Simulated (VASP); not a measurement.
# InP3 (R-3m) in VASP: relaxation of cell and atoms with r2SCAN

Aim: the relaxation of cell and atoms of InP3 with r2SCAN.

Program: VASP 6.6.1. These are calculated values, not measurements. Logs are shortened: lines on timing, memory, paths and dates and some standing lists are left out, and cuts for length are marked.

## Step 1: The cell of the first run

It takes space group R-3m (No. 166, trigonal). The conventional cell has a = 7.449 Å, b = 7.449 Å, c = 9.885 Å, α = 90.00°, β = 90.00°, γ = 120.00°. In (site symmetry 3m) has 6 P at 2.64 to 2.90 Å within 3.5 Å. P (site symmetry m) has 2 P at 2.20 Å and 2 In at 2.64 to 2.90 Å within 2.9 Å.

## Step 2: Relaxation of cell and atoms, r2SCAN

File POSCAR:

```
InP3
1.0
    3.7245000000      2.1503410800      3.2950000000
   -3.7245000000      2.1503410800      3.2950000000
    0.0000000000     -4.3006821600      3.2950000000
In P
2 6
Direct
    0.2755000000      0.2755000000      0.2755000000
    0.7245000000      0.7245000000      0.7245000000
    0.7963000000      0.2414000000      0.7963000000
    0.7963000000      0.7963000000      0.2414000000
    0.2414000000      0.7963000000      0.7963000000
    0.2037000000      0.7586000000      0.2037000000
    0.7586000000      0.2037000000      0.2037000000
    0.2037000000      0.2037000000      0.7586000000
```

File INCAR.step1:

```
SYSTEM = InP3
PREC = Accurate ; ENCUT = 600
ISMEAR = -1 ; SIGMA = 0.1
LREAL = .False. ; LASPH = .True.
NELM = 100 ; GGA = PE
ALGO = Normal ; EDIFF = 1E-4
LWAVE = .True. ; LCHARG = .False.
KPAR = 4
```

File INCAR.step2:

```
SYSTEM = InP3
PREC = Accurate ; ENCUT = 600
EDIFF = 1E-6 ; ISMEAR = -1
SIGMA = 0.1 ; LREAL = .False.
LASPH = .True. ; NELM = 100
ALGO = Normal ; ISIF = 3
LWAVE = .False. ; LCHARG = .False.
METAGGA = R2SCAN ; LMIXTAU = .True.
IBRION = 2 ; NSW = 80
EDIFFG = -0.01 ; ISTART = 1
KPAR = 4
```

File KPOINTS:

```
Automatic mesh
0
Gamma
  6 6 6
  0 0 0
```

Potentials or basis: VASP PAW PBE potentials, release 64 (In_d, P).

The run is started by

```console
cat potpaw_PBE.64/In_d/POTCAR potpaw_PBE.64/P/POTCAR > POTCAR
cp INCAR.step1 INCAR
mpirun -np 4 vasp_std > vasp.out
cp INCAR.step2 INCAR
mpirun -np 4 vasp_std > vasp.out
```

OUTCAR:

```text
SYSTEM = InP3
   PREC = Accurate
   ENCUT = 600
   EDIFF = 1E-6
   ISMEAR = -1
   LREAL = .False.
   LASPH = .True.
   NELM = 100
   ISIF = 3
   METAGGA = R2SCAN
   IBRION = 2
   NSW = 80
   EDIFFG = -0.01
   ISTART = 1

 ion  position               nearest neighbor table
   1  0.276  0.276  0.276-   6 2.64   7 2.64   8 2.64   6 2.90   7 2.90   8 2.90
   2  0.724  0.724  0.724-   3 2.64   5 2.64   4 2.64   3 2.90   5 2.90   4 2.90
   3  0.796  0.241  0.796-   8 2.20   7 2.20   2 2.64   2 2.90
   4  0.796  0.796  0.241-   6 2.20   7 2.20   2 2.64   2 2.90
   5  0.241  0.796  0.796-   8 2.20   6 2.20   2 2.64   2 2.90
   6  0.204  0.759  0.204-   4 2.20   5 2.20   1 2.64   1 2.90
   7  0.759  0.204  0.204-   4 2.20   3 2.20   1 2.64   1 2.90
   8  0.204  0.204  0.759-   3 2.20   5 2.20   1 2.64   1 2.90

  LATTYP: Found a trigonal (rhomboedric) cell.
 ALAT       =     5.4178309351
 COS(alpha) =     0.0548188396

  Lattice vectors:

 A1 = (   3.7245000000,   2.1503410800,   3.2950000000)
 A2 = (  -3.7245000000,   2.1503410800,   3.2950000000)
 A3 = (   0.0000000000,  -4.3006821600,   3.2950000000)

Analysis of symmetry for initial positions (statically):
=====================================================================
 Subroutine PRICEL returns:
 Original cell was already a primitive cell.

 Routine SETGRP: Setting up the symmetry group for a
 trigonal (rhombohedral) supercell.

 Subroutine GETGRP returns: Found 12 space group operations
 (whereof 12 operations were pure point group operations)
 out of a pool of 12 trial point group operations.

The static configuration has the point symmetry D_3d.

Analysis of symmetry for dynamics (positions and initial velocities):
=====================================================================
 Subroutine PRICEL returns:
 Original cell was already a primitive cell.

 Routine SETGRP: Setting up the symmetry group for a
 trigonal (rhombohedral) supercell.

 Subroutine GETGRP returns: Found 12 space group operations
 (whereof 12 operations were pure point group operations)
 out of a pool of 12 trial point group operations.

The dynamic configuration has the point symmetry D_3d.

 Subroutine INISYM returns: Found 12 space group operations
 (whereof 12 operations are pure point group operations),
 and found     1 'primitive' translations

----------------------------------------------------------------------------------------

                                     Primitive cell

  volume of cell :     158.3368

  direct lattice vectors                    reciprocal lattice vectors
     3.724500000  2.150341080  3.295000000     0.134246208  0.077507084  0.101163379
    -3.724500000  2.150341080  3.295000000    -0.134246208  0.077507084  0.101163379
     0.000000000 -4.300682160  3.295000000     0.000000000 -0.155014168  0.101163379

  length of vectors
     5.417830932  5.417830932  5.417830935     0.185103813  0.185103813  0.185103813

  position of ions in fractional coordinates (direct lattice)
     0.275500000  0.275500000  0.275500000
     0.724500000  0.724500000  0.724500000
     0.796300000  0.241400000  0.796300000
     0.796300000  0.796300000  0.241400000
     0.241400000  0.796300000  0.796300000
     0.203700000  0.758600000  0.203700000
     0.758600000  0.203700000  0.203700000
     0.203700000  0.203700000  0.758600000

  ion indices of the primitive-cell ions
   primitive index   ion index
                 1           1
                 2           2
                 3           3
                 4           4
                 5           5
                 6           6
                 7           7
                 8           8

----------------------------------------------------------------------------------------

 KPOINTS: Automatic mesh

Automatic generation of k-mesh.
 Grid dimensions read from file:
 generate k-points for:    6    6    6

 Generating k-lattice:

  Cartesian coordinates                     Fractional coordinates (reciprocal lattice)
     0.022374368  0.012917847  0.016860563     0.166666667 -0.000000000 -0.000000000
    -0.022374368  0.012917847  0.016860563    -0.000000000  0.166666667 -0.000000000
     0.000000000 -0.025835695  0.016860563    -0.000000000 -0.000000000  0.166666667

  Length of vectors
     0.030850635  0.030850635  0.030850635

  Shift w.r.t. Gamma in fractional coordinates (k-lattice)
     0.000000000  0.000000000  0.000000000

 Subroutine IBZKPT returns following result:
 ===========================================

 Found     32 irreducible k-points:

 Following reciprocal coordinates:
            Coordinates               Weight
  0.000000  0.000000  0.000000      1.000000
  0.166667  0.000000  0.000000      6.000000
  0.333333  0.000000  0.000000      6.000000
  0.500000  0.000000  0.000000      3.000000
  0.166667  0.166667  0.000000      6.000000
  0.333333  0.166667  0.000000     12.000000
[... 16 lines left out ...]
  0.500000  0.500000  0.166667      6.000000
 -0.333333  0.500000  0.166667     12.000000
 [... further k-points ...]
   k-points           NKPTS =     32   k-points in BZ     NKDIM =     32   number of bands    NBANDS=     33
   number of dos      NEDOS =    301   number of ions     NIONS =      8
   total plane-waves  NPLWV = 110592
   dimension x,y,z NGX =    48 NGY =   48 NGZ =   48
   dimension x,y,z NGXF=    96 NGYF=   96 NGZF=   96
   ions per type =               2   6
   NGX,Y,Z   is equivalent  to a cutoff of  14.73, 14.73, 14.73 a.u.
   NGXF,Y,Z  is equivalent  to a cutoff of  29.46, 29.46, 29.46 a.u.
 SYSTEM =  InP3
   PREC   = accura    normal or accurate (medium, high low for compatibility)
   ISTART =      1    job   : 0-new  1-cont  2-samecut
   ICHARG =      0    charge: 1-file 2-atom 10-const
   ISPIN  =      1    spin polarized calculation?
   LNONCOLLINEAR =      F non collinear calculations
   LSORBIT =      F    spin-orbit coupling
   LASPH  =      T    aspherical Exc in radial PAW
   ENCUT  =  600.0 eV  44.10 Ry    6.64 a.u.  10.82 10.82 10.82*2*pi/ulx,y,z
   NELM   =    100;   NELMIN=  2; NELMDL=  0     # of ELM steps
   EDIFF  = 0.1E-05   stopping-criterion for ELM
   LREAL  =      F    real-space projection
   EDIFFG = -.1E-01   stopping-criterion for IOM
   NSW    =     80    number of steps for IOM
   IBRION =      2    ionic relax: 0-MD 1-quasi-New 2-CG
   NFREE  =      1    steps in history (QN), initial steepest desc. (CG)
   ISIF   =      3    stress and relaxation
   ISYM   =      2    0-nonsym 1-usesym 2-fastsym
   POTIM  = 0.5000    time-step for ionic-motion
   TEBEG  =    0.0;   TEEND  =   0.0 temperature during run
   PSTRESS=    0.0 pullay stress
   NELECT =      56.0000    total number of electrons
   NUPDOWN=      -1.0000    fix difference up-down
   EMIN   =  10.00;   EMAX   =-10.00  energy-range for DOS
   EFERMI =   0.00;   METHOD = LEGACY
   ISMEAR =    -1;   SIGMA  =   0.10  broadening in eV -4-tet -1-fermi 0-gaus
   EFERMI_NEDOS =   21; number of points for ismear=-14 and -15
   IALGO  =     38    algorithm
   IMIX   =      4    mixing-type and parameters
     AMIX     =   0.40;   BMIX     =  1.00
     AMIX_MAG =   1.60;   BMIX_MAG =  1.00
  volume/ion in A,a.u.               =      19.79       133.56
  Fermi-wavevector in a.u.,A,eV,Ry     =   1.157738  2.187807 18.236658  1.340357
  Thomas-Fermi vector in A             =   2.294346
   LORBIT       =      0    0 simple, 1 ext, 2 COOP (PROOUT), +10 PAW based schemes
   METAGGA = R2SCAN    functional components
   LHFCALC =     F    Hartree Fock is set to
   AEXX    =    0.0000 exact exchange contribution
   IVDW    =     0    specifies the selected vdW correction
   LEPSILON=     F    determine dielectric tensor
   LRPA    =     F    only Hartree local field effects (RPA)
 conjugate gradient relaxation of ions
 non-spin polarized calculation
  energy-cutoff  :      600.00
  volume of cell :      158.34
 maximum number of plane-waves:      5324
 NGX is ok and might be reduce to    48
   NGX = 21   NGY = 21   NGZ = 21

--------------------------------------- Ionic step        1  -------------------------------------------

 number of electron      55.9999993 magnetization

 Free energy of the ion-electron system (eV)
  ---------------------------------------------------
  ext. energy  EPLUGINS =         0.00000000
  ---------------------------------------------------
  free energy    TOTEN  =      -100.14570797 eV

  energy without entropy =     -100.11308648  energy(sigma->0) =     -100.12939723

------------------------ aborting loop because EDIFF is reached ----------------------------------------

  FORCE on cell =-STRESS in cart. coord.  units (eV):
  Direction    XX          YY          ZZ          XY          YZ          ZX
  --------------------------------------------------------------------------------------
  -------------------------------------------------------------------------------------
  Total        1.2782811      1.2782811      1.2509045      0.0000000      0.0000000      0.0000000
  in kB       12.9346578     12.9346578     12.6576394      0.0000000      0.0000000      0.0000000
  external PRESSURE =      12.8423183 kB  Pullay stress =       0.0000000 kB
[... 107 lines left out ...]
  FREE ENERGIE OF THE ION-ELECTRON SYSTEM (eV)
  ---------------------------------------------------
  free  energy   TOTEN  =      -100.1654684163 eV

  energy  without entropy=     -100.1311027590  energy(sigma->0) =     -100.14828559

[... ionic steps 4 to 10 ...]

--------------------------------------- Ionic step       11  -------------------------------------------

 number of electron      55.9999992 magnetization

------------------------ aborting loop because EDIFF is reached ----------------------------------------

  FORCE on cell =-STRESS in cart. coord.  units (eV):
  Direction    XX          YY          ZZ          XY          YZ          ZX
  --------------------------------------------------------------------------------------
  -------------------------------------------------------------------------------------
  Total       -0.2543662     -0.2543662     -0.1628007      0.0000000     -0.0000000      0.0000000
  in kB       -2.4917744     -2.4917744     -1.5947972      0.0000000     -0.0000000      0.0000000
  external PRESSURE =      -2.1927820 kB  Pullay stress =       0.0000000 kB
[... 69 lines left out ...]
  energy  without entropy=     -100.1443792256  energy(sigma->0) =     -100.16176141

--------------------------------------- Ionic step       13  -------------------------------------------

 number of electron      55.9999993 magnetization

 Free energy of the ion-electron system (eV)
  ---------------------------------------------------
  ext. energy  EPLUGINS =         0.00000000
  ---------------------------------------------------
  free energy    TOTEN  =      -100.17968121 eV

  energy without entropy =     -100.14505030  energy(sigma->0) =     -100.16236575

 E-fermi :   6.3688     XC(G=0): -10.5618

 val. band max:        6.3512283120   @ k =   0.5000   0.5000   0.3333
 cond. band min:       6.5322570682   @ k =   0.5000   0.5000   0.5000
 fundamental gap:      0.1810287562
 Fermi energy:         6.3688396177

 k-point     1 :       0.0000    0.0000    0.0000
  band No.  band energies     occupation
      1      -8.6971      2.00000
      2      -8.6971      2.00000
      3      -8.5625      2.00000
      4      -8.5625      2.00000
      5      -8.4782      2.00000
      6      -8.4625      2.00000
[... 853 lines left out ...]
     32       9.5649      0.00000
     33       9.7405      0.00000

 [... further k-points ...]
[... 5 lines left out ...]
  --------------------------------------------------------------------------------------
  -------------------------------------------------------------------------------------
  Total       -0.0494790     -0.0494790     -0.0182751      0.0000000      0.0000000      0.0000000
  in kB       -0.4857974     -0.4857974     -0.1794294      0.0000000      0.0000000      0.0000000
  external PRESSURE =      -0.3836747 kB  Pullay stress =       0.0000000 kB
[... 23 lines left out ...]
  FREE ENERGIE OF THE ION-ELECTRON SYSTEM (eV)
  ---------------------------------------------------
  free  energy   TOTEN  =      -100.1796812066 eV

  energy  without entropy=     -100.1450503000  energy(sigma->0) =     -100.16236575

 reached required accuracy - stopping structural energy minimisation
```

It took 72 min on 4 MPI ranks of Oxide Virtual Turin-like, shared host; peak memory 0.47 GiB.

What came out:

- Free energy: -100.1797 eV
- Relaxed volume: 20.40 Å³/atom
- Relaxed cell: a = 5.477 Å, b = 5.477 Å, c = 5.477 Å, α = 86.14°, β = 86.14°, γ = 86.14°
- Space group after relaxing (to 0.1 Å): R-3m (No. 166)
- Energy gained by relaxing: 4.2 meV/atom
- Ionic steps: 13
- Pressure after relaxing: 0.0 GPa
- Largest force after relaxing: 0.004 eV/Å
- Band gap on the k mesh: zero (bands 28 and 29 overlap by 0.33 eV)

Forces in eV/Å, atoms in the order of the input:
```
In   0.000  0.000 -0.004
In   0.000  0.000  0.004
P    0.001 -0.001  0.000
P    0.000  0.001  0.000
P   -0.001 -0.001  0.000
P   -0.001  0.001  0.000
P    0.001  0.001  0.000
P    0.000 -0.001  0.000
```

The path:
```csv
step,energy change (eV),largest force (eV/Å),pressure (GPa),volume (Å³)
1,0.0000,0.1706,1.28,158.34
2,-0.0197,0.1879,-0.32,162.00
3,-0.0198,0.1890,-0.41,162.21
4,-0.0277,0.0590,0.10,162.61
5,-0.0277,0.0594,0.07,162.59
6,-0.0296,0.0547,0.01,162.85
7,-0.0309,0.0504,-0.05,163.21
8,-0.0311,0.0461,-0.09,163.39
9,-0.0324,0.0555,0.02,163.23
10,-0.0329,0.0615,0.12,163.08
11,-0.0333,0.0424,-0.22,163.55
12,-0.0334,0.0436,-0.12,163.41
13,-0.0340,0.0037,-0.04,163.18
```

Final structure:
```
In P
1.0
     3.73994    2.15925    3.36788
    -3.73994    2.15925    3.36788
     0.00000   -4.31851    3.36788
In P
2 6
Direct
  0.27087 0.27087 0.27087
  0.72913 0.72913 0.72913
  0.79892 0.24468 0.79892
  0.79892 0.79892 0.24468
  0.24468 0.79892 0.79892
  0.20108 0.75532 0.20108
  0.75532 0.20108 0.20108
  0.20108 0.20108 0.75532
```

Caveat: semilocal functionals underestimate gaps, and a narrow one can read as zero; the PAW data sets were made with another functional, which shifts forces and pressure a little; spin-orbit coupling is left out, which moves the levels of the heavy elements. Zero-point motion and thermal expansion aren't in these numbers.

The gap in the log of VASP goes by the Fermi energy; the results here count the filled bands.